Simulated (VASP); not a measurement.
Set up this calculation in VASP 6.6.1, as the native input.

* Task: single point
* Functional: RPBE
* Potentials or basis: VASP PAW PBE potentials, release 64 (Pd)
* Cutoff: 520 eV
* k mesh: 18 × 18 × 13
* Occupations: fermi-dirac, width 0.05 eV
* Spin: collinear spin
* Starting moments: [0.3, 0.3] μB
* Dipole correction: no
* Further INCAR settings: ALGO = Normal; EDIFF = 1e-07; NBANDS = 21

The structure of Pd lies in POSCAR:

```
Pd
1.0
    2.8539951987      0.0000000000      0.0000000000
    0.0000000000      2.8539951987      0.0000000000
    0.0000000000      0.0000000000      4.0289053889
Pd
2
Direct
    1.0000000000      0.0000000000      0.0000000000
    0.5000000000      0.5000000000      0.5000000000
```

These files were run (other wordings do the same):

INCAR

```
SYSTEM = Pd
  ALGO = Normal
  EDIFF = 1E-7
  ENCUT = 520
  GGA = RP
  ISIF = 2
  ISMEAR = -1
  ISPIN = 2
  LASPH = .True.
  LCHARG = .False.
  LMAXMIX = 4
  LORBIT = 11
  LREAL = .False.
  LWAVE = .False.
  MAGMOM = 0.3 0.3
  NBANDS = 21
  NELM = 150
  PREC = Accurate
  SIGMA = 0.05
```

KPOINTS

```
k-points
0
Gamma
  18 18 13
  0 0 0
```

Potentials or basis: VASP PAW PBE potentials, release 64 (Pd).

Launch:

```bash
$ cat potpaw_PBE.64/Pd/POTCAR > POTCAR
$ mpirun -np 1 vasp_std > vasp.out
```

Results of the run:

* Pressure: -5.2 GPa
* Net moment: 0.67 μB per cell
* Site moments: Pd +0.34 μB
* Valence electrons inside the program's atomic spheres: Pd 9.25

Caveat: the cell stands under tension; the PAW data sets were made with another functional, which shifts forces and pressure a little.

It took 3.3 min on 1 thread of Intel(R) Xeon(R) Platinum 8488C (Sapphire Rapids), with other jobs on the host, peak memory 0.44 GiB.
